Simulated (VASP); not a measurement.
# ZnW2Br4 (P-3m1) in VASP: single point with PBE+D3(BJ)

Aim: the single point of ZnW2Br4 with PBE+D3(BJ).

Program: VASP 6.6.1. These are calculated values, not measurements. Logs are shortened: lines on timing, memory, paths and dates and some standing lists are left out, and cuts for length are marked.

**1. The cell of the first run**

Symmetry: P-3m1, No. 164, trigonal system. Conventional cell: a = 3.213 Å, b = 3.213 Å, c = 16.736 Å, α = 90.00°, β = 90.00°, γ = 120.00°. Zn (site symmetry -3m) has 6 Zn at 3.21 Å and 6 Br at 3.52 Å within 4.2 Å. W (site symmetry 3m) has 6 Br at 2.63 Å and 6 W at 3.21 Å within 3.5 Å. Br (site symmetry 3m) has 3 W at 2.63 Å and 6 Br at 3.21 Å and 3 Zn at 3.52 Å within 3.6 Å. Within 3.5 Å of Br (site symmetry 3m) lie 3 W at 2.63 Å and 6 Br at 3.21 Å.

**2. Single point, PBE+D3(BJ)**

Contents of INCAR:

```
SYSTEM = ZnW2Br4
PREC = Accurate ; ENCUT = 520
EDIFF = 1E-7 ; ISMEAR = 0
SIGMA = 0.1 ; LREAL = .FALSE.
LASPH = .TRUE. ; NELM = 100
ALGO = Normal ; ISIF = 2
LWAVE = .FALSE. ; LCHARG = .TRUE.
GGA = PE ; IVDW = 12
LELF = .TRUE. ; LVHAR = .TRUE.
NBANDS = 43 ; LUSENCCL = .FALSE.
```

Contents of KPOINTS:

```
Automatic mesh
0
G
  12 12 4
  0 0 0
```

Contents of POSCAR:

```
ZnW2Br4
1.0
    3.2134798676      0.0000000000      0.0000000000
   -1.6067399338      2.7829551999      0.0000000000
    0.0000000000      0.0000000000     16.7358408371
Zn W Br
1 2 4
Direct
    0.0000000000      0.0000000000      0.5000000000
    0.0000000000      0.0000000000      0.7901618713
    0.0000000000      0.0000000000      0.2098381287
    0.3333333333      0.6666666667      0.6790428689
    0.6666666667      0.3333333333      0.9012766592
    0.3333333333      0.6666666667      0.0987233408
    0.6666666667      0.3333333333      0.3209571311
```

Potentials or basis: VASP PAW PBE potentials, release 64 (Zn, W_sv, Br).

The run is started by

```bash
> cat potpaw_PBE.64/Zn/POTCAR potpaw_PBE.64/W_sv/POTCAR potpaw_PBE.64/Br/POTCAR > POTCAR
> mpirun -np 1 vasp_std > vasp.out
```

OUTCAR:

```text
SYSTEM = ZnW2Br4
   PREC = Accurate
   ENCUT = 520
   EDIFF = 1E-7
   ISMEAR = 0
   LREAL = .FALSE.
   LASPH = .TRUE.
   NELM = 100
   ISIF = 2
   GGA = PE
   IVDW = 12
 IVDW          = 12

 ion  position               nearest neighbor table
   1  0.000  0.000  0.500-
   2  0.000  0.000  0.790-   5 2.63   5 2.63   5 2.63   4 2.63   4 2.63   4 2.63
   3  0.000  0.000  0.210-   6 2.63   6 2.63   6 2.63   7 2.63   7 2.63   7 2.63
   4  0.333  0.667  0.679-   2 2.63   2 2.63   2 2.63
   5  0.667  0.333  0.901-   2 2.63   2 2.63   2 2.63
   6  0.333  0.667  0.099-   3 2.63   3 2.63   3 2.63
   7  0.667  0.333  0.321-   3 2.63   3 2.63   3 2.63

  LATTYP: Found a hexagonal cell.
 ALAT       =     3.2134798676
 C/A-ratio  =     5.2080117277

  Lattice vectors:

 A1 = (   3.2134798676,   0.0000000000,   0.0000000000)
 A2 = (  -1.6067399338,   2.7829551999,   0.0000000000)
 A3 = (   0.0000000000,   0.0000000000,  16.7358408371)

Analysis of symmetry for initial positions (statically):
=====================================================================
 Subroutine PRICEL returns:
 Original cell was already a primitive cell.

 Routine SETGRP: Setting up the symmetry group for a
 hexagonal supercell.

 Subroutine GETGRP returns: Found 12 space group operations
 (whereof 12 operations were pure point group operations)
 out of a pool of 24 trial point group operations.

The static configuration has the point symmetry D_3d.

Analysis of symmetry for dynamics (positions and initial velocities):
=====================================================================
 Subroutine PRICEL returns:
 Original cell was already a primitive cell.

 Routine SETGRP: Setting up the symmetry group for a
 hexagonal supercell.

 Subroutine GETGRP returns: Found 12 space group operations
 (whereof 12 operations were pure point group operations)
 out of a pool of 24 trial point group operations.

The dynamic configuration has the point symmetry D_3d.

 Subroutine INISYM returns: Found 12 space group operations
 (whereof 12 operations are pure point group operations),
 and found     1 'primitive' translations

----------------------------------------------------------------------------------------

                                     Primitive cell

  volume of cell :     149.6681

  direct lattice vectors                    reciprocal lattice vectors
     3.213479868  0.000000000  0.000000000     0.311189129  0.179665127 -0.000000000
    -1.606739934  2.782955200  0.000000000     0.000000000  0.359330254  0.000000000
[... 102 lines left out ...]
   ISYM   =      2    0-nonsym 1-usesym 2-fastsym
   POTIM  = 0.5000    time-step for ionic-motion
   TEBEG  =    0.0;   TEEND  =   0.0 temperature during run
   PSTRESS=    0.0 pullay stress
   NELECT =      68.0000    total number of electrons
   NUPDOWN=      -1.0000    fix difference up-down
   EMIN   =  10.00;   EMAX   =-10.00  energy-range for DOS
   EFERMI =   0.00;   METHOD = LEGACY
   ISMEAR =     0;   SIGMA  =   0.10  broadening in eV -4-tet -1-fermi 0-gaus
   EFERMI_NEDOS =   21; number of points for ismear=-14 and -15
   IALGO  =     38    algorithm
   IMIX   =      4    mixing-type and parameters
     AMIX     =   0.40;   BMIX     =  1.00
     AMIX_MAG =   1.60;   BMIX_MAG =  1.00
  volume/ion in A,a.u.               =      21.38       144.29
  Fermi-wavevector in a.u.,A,eV,Ry     =   1.258543  2.378301 21.550679  1.583930
  Thomas-Fermi vector in A             =   2.392147
   LORBIT       =      0    0 simple, 1 ext, 2 COOP (PROOUT), +10 PAW based schemes
   GGA     = PE    functional components
   LHFCALC =     F    Hartree Fock is set to
   AEXX    =    0.0000 exact exchange contribution
   IVDW    =    12    specifies the selected vdW correction
   LEPSILON=     F    determine dielectric tensor
   LRPA    =     F    only Hartree local field effects (RPA)
 non-spin polarized calculation
 Gauss-broadening in eV      SIGMA  =   0.10
  energy-cutoff  :      520.00
  volume of cell :      149.67
 maximum number of plane-waves:      4080
   NGX = 11   NGY = 11   NGZ = 63

 number of electron      68.0000006 magnetization

 Free energy of the ion-electron system (eV)
  ---------------------------------------------------
  ext. energy  EPLUGINS =         0.00000000
  ---------------------------------------------------
  free energy    TOTEN  =       -31.15549801 eV

  energy without entropy =      -31.14354366  energy(sigma->0) =      -31.14952083

 E-fermi :   6.4245     XC(G=0): -10.4354

 val. band max:        6.4193564929   @ k =   0.1667   0.0833   0.2500
 cond. band min:       6.4366376274   @ k =   0.3333   0.0833   0.0000
 fundamental gap:      0.0172811345
 Fermi energy:         6.4245261722

 k-point     1 :       0.0000    0.0000    0.0000
  band No.  band energies     occupation
      1     -68.7044      2.00000
      2     -68.7044      2.00000
      3     -33.1814      2.00000
      4     -33.1814      2.00000
      5     -32.6766      2.00000
      6     -32.6766      2.00000
[... 1093 lines left out ...]
     42       9.7508      0.00000
     43      10.2014      0.00000

 [... further k-points ...]

------------------------ aborting loop because EDIFF is reached ----------------------------------------

 Edisp (eV)   -2.68053

 E8    (eV) :    -1.1753

  FORCE on cell =-STRESS in cart. coord.  units (eV):
  Direction    XX          YY          ZZ          XY          YZ          ZX
  --------------------------------------------------------------------------------------
  -------------------------------------------------------------------------------------
  Total       0.14450     0.14450     0.17611     0.00000     0.00000    -0.00000
  in kB       1.54689     1.54689     1.88520     0.00000     0.00000    -0.00000
  external pressure =        1.66 kB  Pullay stress =        0.00 kB

 VOLUME and BASIS-vectors are now :
 -----------------------------------------------------------------------------
  energy-cutoff  :      520.00
  volume of cell :      149.67
      direct lattice vectors                 reciprocal lattice vectors
     3.213479868  0.000000000  0.000000000     0.311189129  0.179665127 -0.000000000
    -1.606739934  2.782955200  0.000000000     0.000000000  0.359330254  0.000000000
     0.000000000  0.000000000 16.735840837     0.000000000 -0.000000000  0.059752002

 POSITION                                       TOTAL-FORCE (eV/Angst)
 -----------------------------------------------------------------------------------
      0.00000      0.00000      8.36792         0.000000      0.000000      0.000000
      0.00000      0.00000     13.22402        -0.000000      0.000000     -0.000210
      0.00000      0.00000      3.51182        -0.000000      0.000000      0.000210
     -0.00000      1.85530     11.36435        -0.000000     -0.000000     -0.026059
      1.60674      0.92765     15.08362         0.000000      0.000000      0.027097
     -0.00000      1.85530      1.65222         0.000000     -0.000000     -0.027097
      1.60674      0.92765      5.37149         0.000000      0.000000      0.026059
 -----------------------------------------------------------------------------------
    total drift:                               -0.000000      0.000000      0.000000

  FREE ENERGIE OF THE ION-ELECTRON SYSTEM (eV)
  ---------------------------------------------------
  free  energy   TOTEN  =       -33.8360237214 eV

  energy  without entropy=      -33.8240693715  energy(sigma->0) =      -33.83004655
```

Run time: 6.2 min. Hardware: 1 × NVIDIA H100 80GB with 1 thread of AMD EPYC 7R13 (Zen 3), shared host; peak memory 1.6 GiB.

Results:

```
Free energy                : -33.8360 eV
Pressure                   : 0.2 GPa
Largest force              : 0.027 eV/Å
Band gap on the k mesh     : zero (bands 34 and 35 overlap by 1.54 eV)
Dispersion energy per atom : -0.383 eV
```

Forces in eV/Å, atoms in the order of the input:
```
Zn   0.000  0.000  0.000
W    0.000  0.000  0.000
W    0.000  0.000  0.000
Br   0.000  0.000 -0.026
Br   0.000  0.000  0.027
Br   0.000  0.000 -0.027
Br   0.000  0.000  0.026
```

Levels at points of the mesh, in eV from the Fermi level:
| k point | band 31 | band 32 | band 33 | band 34 | band 35 | band 36 | band 37 | band 38 |
| --- | --- | --- | --- | --- | --- | --- | --- | --- |
| (0.00, 0.00, 0.00) | -2.66 | -2.66 | -0.99 | -0.99 | -0.99 | -0.99 | 0.99 | 0.99 |
| (0.50, 0.00, 0.00) | -3.43 | -1.27 | -0.25 | 0.52 | 0.59 | 1.27 | 1.38 | 1.78 |
| (0.00, 0.00, 0.50) | -2.66 | -2.57 | -0.99 | -0.99 | -0.99 | -0.99 | 0.99 | 0.99 |
| (0.50, 0.00, 0.50) | -3.44 | -1.26 | -0.24 | 0.36 | 0.75 | 1.28 | 1.38 | 1.78 |

Caveat: spin-orbit coupling is left out, which moves the levels of the heavy elements.
